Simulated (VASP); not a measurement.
Runs of VASP 6.6.1 on Ta. The structure is that of space group I4/mmm (No. 139), or close to it. The cells are those of the table. 

```csv
cell,gap on the mesh (eV),pressure (GPa)
"a = 2.961 Å, angles 113.9, 111.8, 102.9°, 1 atom",none,(a)
"a = 2.773 Å, angles 115.6, 106.5, 106.5°, 1 atom",none,30.3
"a = 2.974 Å, angles 110.0, 112.2, 106.3°, 1 atom",none,-15.7
"a = 2.798 Å, angles 114.1, 107.2, 107.2°, 1 atom",none,(c)
"a = 3.027 Å, angles 107.2, 113.5, 107.8°, 1 atom",none,(b)
"a = 2.751 Å, angles 110.5, 105.8, 112.2°, 1 atom",none,34.7
"a = 2.804 Å, angles 107.4, 107.4, 113.6°, 1 atom",none,18.5
"a = 2.736 Å, angles 114.7, 105.3, 108.6°, 1 atom",none,41.9
```

Alike in all rows: task single point; level PBE; potentials or basis VASP PAW PBE potentials, release 64 (Ta_pv); no spin polarisation; k mesh 18 × 18 × 18; cutoff (eV) 520; smearing gaussian 0.15 eV.

Question: Estimate the missing entries.

Answer: (a) -12.1; (b) -21.7; (c) 20.8.

Caveats: spin-orbit coupling is left out, which moves the levels of the heavy elements.

A k mesh can miss the band edges, and the runs leave out spin-orbit coupling on Ta.

A gap of «none» marks levels without a gap at the run's occupations.
